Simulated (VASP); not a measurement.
# Tl (R-3m) in VASP: a series of runs

The runs below take Tl through single point, with PBE.

All numbers are computed with VASP 6.6.1; they aren't measurements. Logs are shortened: lines on timing, memory, paths and dates and some standing lists are left out, and cuts for length are marked.

## (1) The cell of the first run

Symmetry: R-3m, No. 166, trigonal system. Conventional cell: a = 3.601 Å, b = 3.601 Å, c = 25.158 Å, α = 90.00°, β = 90.00°, γ = 120.00°. Within 4.6 Å of Tl (site symmetry -3m) lie 12 Tl at 3.51 to 3.60 Å. Within 4.5 Å of Tl (site symmetry 3m) lie 12 Tl at 3.43 to 3.60 Å.

## (2) Single point, PBE

INCAR

```
PREC     = Accurate       # precision mode
ENCUT    = 520            # plane-wave cutoff, eV
EDIFF    = 1E-6           # SCF threshold, eV
ISMEAR   = 0              # smearing method
SIGMA    = 0.1            # smearing width, eV
LREAL    = False          # projectors in reciprocal space
LASPH    = True           # aspherical terms in the spheres
NELM     = 100            # most SCF steps
ALGO     = Normal         # electronic algorithm
ISIF     = 2              # what is computed and relaxed
LWAVE    = False          # write WAVECAR
LCHARG   = False          # write CHGCAR
GGA      = PE             # functional
NBANDS   = 26             # bands
```

KPOINTS

```
Automatic mesh
0
Gamma
  15 15 15
```

POSCAR

```
Tl
1.0
    1.8004924795      1.0395148177      8.3860599467
   -1.8004924795      1.0395148177      8.3860599467
    0.0000000000     -2.0790296354      8.3860599467
Tl
3
Direct
    0.0000000000      0.0000000000      0.0000000000
    0.2208773044      0.2208773044      0.2208773044
    0.7791226956      0.7791226956      0.7791226956
```

Potentials or basis: VASP PAW PBE potentials, release 64 (Tl_d).

Launch:

```sh
> cat potpaw_PBE.64/Tl_d/POTCAR > POTCAR
> mpirun -np 1 vasp_std > vasp.out
```

OUTCAR:

```text
PREC = Accurate
   ENCUT = 520
   EDIFF = 1E-6
   ISMEAR = 0
   LREAL = False
   LASPH = True
   NELM = 100
   ISIF = 2
   GGA = PE

 ion  position               nearest neighbor table
   1  0.000  0.000  0.000-   3 3.51   2 3.51   3 3.51   3 3.51   2 3.51   2 3.51
   2  0.221  0.221  0.221-   3 3.43   3 3.43   3 3.43   1 3.51   1 3.51   1 3.51
   3  0.779  0.779  0.779-   2 3.43   2 3.43   2 3.43   1 3.51   1 3.51   1 3.51

  LATTYP: Found a trigonal (rhomboedric) cell.
 ALAT       =     8.6399285677
 COS(alpha) =     0.9131455018

  Lattice vectors:

 A1 = (   1.8004924795,   1.0395148177,   8.3860599467)
 A2 = (  -1.8004924795,   1.0395148177,   8.3860599467)
 A3 = (   0.0000000000,  -2.0790296354,   8.3860599467)

Analysis of symmetry for initial positions (statically):
=====================================================================
 Subroutine PRICEL returns:
 Original cell was already a primitive cell.

 Routine SETGRP: Setting up the symmetry group for a
 trigonal (rhombohedral) supercell.

 Subroutine GETGRP returns: Found 12 space group operations
 (whereof 12 operations were pure point group operations)
 out of a pool of 12 trial point group operations.

The static configuration has the point symmetry D_3d.

Analysis of symmetry for dynamics (positions and initial velocities):
=====================================================================
 Subroutine PRICEL returns:
 Original cell was already a primitive cell.

 Routine SETGRP: Setting up the symmetry group for a
 trigonal (rhombohedral) supercell.

 Subroutine GETGRP returns: Found 12 space group operations
 (whereof 12 operations were pure point group operations)
 out of a pool of 12 trial point group operations.

The dynamic configuration has the point symmetry D_3d.

 Subroutine INISYM returns: Found 12 space group operations
 (whereof 12 operations are pure point group operations),
 and found     1 'primitive' translations

----------------------------------------------------------------------------------------

                                     Primitive cell

  volume of cell :      94.1740

  direct lattice vectors                    reciprocal lattice vectors
     1.800492479  1.039514818  8.386059947     0.277701799  0.160331208  0.039748504
    -1.800492479  1.039514818  8.386059947    -0.277701799  0.160331208  0.039748504
     0.000000000 -2.079029635  8.386059947     0.000000000 -0.320662416  0.039748504

  length of vectors
     8.639928568  8.639928568  8.639928568     0.323116587  0.323116587  0.323116587

  position of ions in fractional coordinates (direct lattice)
     0.000000000  0.000000000  0.000000000
     0.220877304  0.220877304  0.220877304
     0.779122696  0.779122696  0.779122696

  ion indices of the primitive-cell ions
   primitive index   ion index
                 1           1
                 2           2
                 3           3

----------------------------------------------------------------------------------------

 KPOINTS: Automatic mesh

Automatic generation of k-mesh.
 Grid dimensions read from file:
 generate k-points for:   15   15   15

 Generating k-lattice:

  Cartesian coordinates                     Fractional coordinates (reciprocal lattice)
     0.018513453  0.010688747  0.002649900     0.066666667  0.000000000  0.000000000
    -0.018513453  0.010688747  0.002649900     0.000000000  0.066666667  0.000000000
     0.000000000 -0.021377494  0.002649900     0.000000000  0.000000000  0.066666667

  Length of vectors
     0.021541106  0.021541106  0.021541106

  Shift w.r.t. Gamma in fractional coordinates (k-lattice)
     0.000000000  0.000000000  0.000000000

 Subroutine IBZKPT returns following result:
 ===========================================

 Found    344 irreducible k-points:

 Following reciprocal coordinates:
            Coordinates               Weight
  0.000000  0.000000  0.000000      1.000000
  0.066667  0.000000  0.000000      6.000000
  0.133333 -0.000000  0.000000      6.000000
  0.200000  0.000000  0.000000      6.000000
  0.266667 -0.000000  0.000000      6.000000
  0.333333  0.000000  0.000000      6.000000
[... 16 lines left out ...]
  0.133333  0.133333  0.000000      6.000000
  0.200000  0.133333  0.000000     12.000000
 [... further k-points ...]
   k-points           NKPTS =    344   k-points in BZ     NKDIM =    344   number of bands    NBANDS=     26
   number of dos      NEDOS =    301   number of ions     NIONS =      3
   total plane-waves  NPLWV = 262144
   dimension x,y,z NGX =    64 NGY =   64 NGZ =   64
   dimension x,y,z NGXF=   128 NGYF=  128 NGZF=  128
   ions per type =               3
   NGX,Y,Z   is equivalent  to a cutoff of  12.31, 12.31, 12.31 a.u.
   NGXF,Y,Z  is equivalent  to a cutoff of  24.63, 24.63, 24.63 a.u.
 SYSTEM =  unknown system
   PREC   = accura    normal or accurate (medium, high low for compatibility)
   ISTART =      0    job   : 0-new  1-cont  2-samecut
   ICHARG =      2    charge: 1-file 2-atom 10-const
   ISPIN  =      1    spin polarized calculation?
   LNONCOLLINEAR =      F non collinear calculations
   LSORBIT =      F    spin-orbit coupling
   LASPH  =      T    aspherical Exc in radial PAW
   ENCUT  =  520.0 eV  38.22 Ry    6.18 a.u.  16.06 16.06 16.06*2*pi/ulx,y,z
   NELM   =    100;   NELMIN=  2; NELMDL= -5     # of ELM steps
   EDIFF  = 0.1E-05   stopping-criterion for ELM
   LREAL  =      F    real-space projection
   EDIFFG = 0.1E-04   stopping-criterion for IOM
   NSW    =      0    number of steps for IOM
   IBRION =     -1    ionic relax: 0-MD 1-quasi-New 2-CG
   NFREE  =      0    steps in history (QN), initial steepest desc. (CG)
   ISIF   =      2    stress and relaxation
   ISYM   =      2    0-nonsym 1-usesym 2-fastsym
   POTIM  = 0.5000    time-step for ionic-motion
   TEBEG  =    0.0;   TEEND  =   0.0 temperature during run
   PSTRESS=    0.0 pullay stress
   NELECT =      39.0000    total number of electrons
   NUPDOWN=      -1.0000    fix difference up-down
   EMIN   =  10.00;   EMAX   =-10.00  energy-range for DOS
   EFERMI =   0.00;   METHOD = LEGACY
   ISMEAR =     0;   SIGMA  =   0.10  broadening in eV -4-tet -1-fermi 0-gaus
   EFERMI_NEDOS =   21; number of points for ismear=-14 and -15
   IALGO  =     38    algorithm
   IMIX   =      4    mixing-type and parameters
     AMIX     =   0.40;   BMIX     =  1.00
     AMIX_MAG =   1.60;   BMIX_MAG =  1.00
  volume/ion in A,a.u.               =      31.39       211.84
  Fermi-wavevector in a.u.,A,eV,Ry     =   1.220261  2.305958 20.259568  1.489036
  Thomas-Fermi vector in A             =   2.355484
   LORBIT       =      0    0 simple, 1 ext, 2 COOP (PROOUT), +10 PAW based schemes
   GGA     = PE    functional components
   LHFCALC =     F    Hartree Fock is set to
   AEXX    =    0.0000 exact exchange contribution
   IVDW    =     0    specifies the selected vdW correction
   LEPSILON=     F    determine dielectric tensor
   LRPA    =     F    only Hartree local field effects (RPA)
 non-spin polarized calculation
 Gauss-broadening in eV      SIGMA  =   0.10
  energy-cutoff  :      520.00
  volume of cell :       94.17
 maximum number of plane-waves:      2588
   NGX = 33   NGY = 33   NGZ = 33

 number of electron      39.0000000 magnetization

 Free energy of the ion-electron system (eV)
  ---------------------------------------------------
  ext. energy  EPLUGINS =         0.00000000
  ---------------------------------------------------
  free energy    TOTEN  =        -6.65234711 eV

  energy without entropy =       -6.64549220  energy(sigma->0) =       -6.64891966

 E-fermi :   5.6780     XC(G=0):  -9.7303

 val. band max:        5.6735267785   @ k =  -0.4000  -0.4000   0.1333
 cond. band min:       5.6799488306   @ k =   0.2667   0.2667   0.0000
 fundamental gap:      0.0064220521
 Fermi energy:         5.6779957389

 k-point     1 :       0.0000    0.0000    0.0000
  band No.  band energies     occupation
      1      -5.9455      2.00000
      2      -5.9202      2.00000
      3      -5.8727      2.00000
      4      -5.8727      2.00000
      5      -5.8319      2.00000
      6      -5.8319      2.00000
[... 18 lines left out ...]
     25      14.6780      0.00000
     26      14.6780      0.00000

 k-point     2 :       0.0667    0.0000    0.0000
  band No.  band energies     occupation
      1      -5.9415      2.00000
      2      -5.9135      2.00000
      3      -5.8748      2.00000
      4      -5.8627      2.00000
      5      -5.8452      2.00000
      6      -5.8184      2.00000
[... 18 lines left out ...]
     25      14.0035      0.00000
     26      14.8544      0.00000

 k-point     3 :       0.1333   -0.0000    0.0000
  band No.  band energies     occupation
      1      -5.9436      2.00000
      2      -5.9189      2.00000
      3      -5.8664      2.00000
      4      -5.8476      2.00000
      5      -5.8411      2.00000
      6      -5.8024      2.00000
[... 18 lines left out ...]
     25      12.7928      0.00000
     26      14.5906      0.00000

 k-point     4 :       0.2000    0.0000    0.0000
  band No.  band energies     occupation
      1      -5.9705      2.00000
      2      -5.9419      2.00000
      3      -5.8648      2.00000
      4      -5.8341      2.00000
      5      -5.8309      2.00000
      6      -5.8101      2.00000
[... 18 lines left out ...]
     25      11.7828      0.00000
     26      13.8842      0.00000
[... 496 lines left out ...]
      1      -5.9377      2.00000
      2      -5.9087      2.00000
      3      -5.8812      2.00000
      4      -5.8545      2.00000
      5      -5.8425      2.00000
      6      -5.8013      2.00000
[... 18 lines left out ...]
     25      13.7769      0.00000
     26      14.4951      0.00000

 k-point    23 :       0.1333    0.1333    0.0000
  band No.  band energies     occupation
      1      -5.9491      2.00000
      2      -5.9078      2.00000
      3      -5.8636      2.00000
      4      -5.8500      2.00000
      5      -5.8441      2.00000
      6      -5.8049      2.00000
[... 18 lines left out ...]
     25      12.9266      0.00000
     26      14.6724      0.00000

 k-point    24 :       0.2000    0.1333    0.0000
  band No.  band energies     occupation
      1      -5.9520      2.00000
      2      -5.9152      2.00000
      3      -5.8793      2.00000
      4      -5.8517      2.00000
      5      -5.8211      2.00000
      6      -5.8005      2.00000
[... 18 lines left out ...]
     25      12.8236      0.00000
     26      13.7052      0.00000

 [... further k-points ...]

------------------------ aborting loop because EDIFF is reached ----------------------------------------

  FORCE on cell =-STRESS in cart. coord.  units (eV):
  Direction    XX          YY          ZZ          XY          YZ          ZX
  --------------------------------------------------------------------------------------
  -------------------------------------------------------------------------------------
  Total       -0.0283848     -0.0283848     -0.0129441      0.0000000      0.0000000     -0.0000000
  in kB       -0.4829085     -0.4829085     -0.2202177      0.0000000      0.0000000     -0.0000000
  external PRESSURE =      -0.3953449 kB  Pullay stress =       0.0000000 kB

 VOLUME and BASIS-vectors are now :
 -----------------------------------------------------------------------------
  energy-cutoff  :      520.00
  volume of cell :       94.17
      direct lattice vectors                 reciprocal lattice vectors
     1.800492479  1.039514818  8.386059947     0.277701799  0.160331208  0.039748504
    -1.800492479  1.039514818  8.386059947    -0.277701799  0.160331208  0.039748504
     0.000000000 -2.079029635  8.386059947     0.000000000 -0.320662416  0.039748504

 POSITION                                       TOTAL-FORCE (eV/Angst)
 -----------------------------------------------------------------------------------
      0.00000      0.00000      0.00000         0.000000      0.000000     -0.000000
      0.00000      0.00000      5.55687         0.000000     -0.000000      0.002401
      0.00000      0.00000     19.60131         0.000000     -0.000000     -0.002401
 -----------------------------------------------------------------------------------
    total drift:                               -0.000000      0.000000     -0.000000

  FREE ENERGIE OF THE ION-ELECTRON SYSTEM (eV)
  ---------------------------------------------------
  free  energy   TOTEN  =        -6.6523471128 eV

  energy  without entropy=       -6.6454922048  energy(sigma->0) =       -6.64891966
```

Run time: 19 min. Hardware: 1 thread of Intel Xeon 6975P-C (Granite Rapids), shared host; peak memory 0.99 GiB.

What came out:

```
Free energy            : -6.6523 eV
Pressure               : 0.0 GPa
Band gap on the k mesh : zero (an odd number of electrons rules out a gap without spin polarisation)
```

Forces on the atoms (eV/Å):
```
Tl   0.000  0.000  0.000
Tl   0.000  0.000  0.002
Tl   0.000  0.000 -0.002
```

Caveat: spin-orbit coupling is left out, which moves the levels of the heavy elements.

(Part 1 of 2 ends here.)

The gap in the log of VASP goes by the Fermi energy; the results here count the filled bands.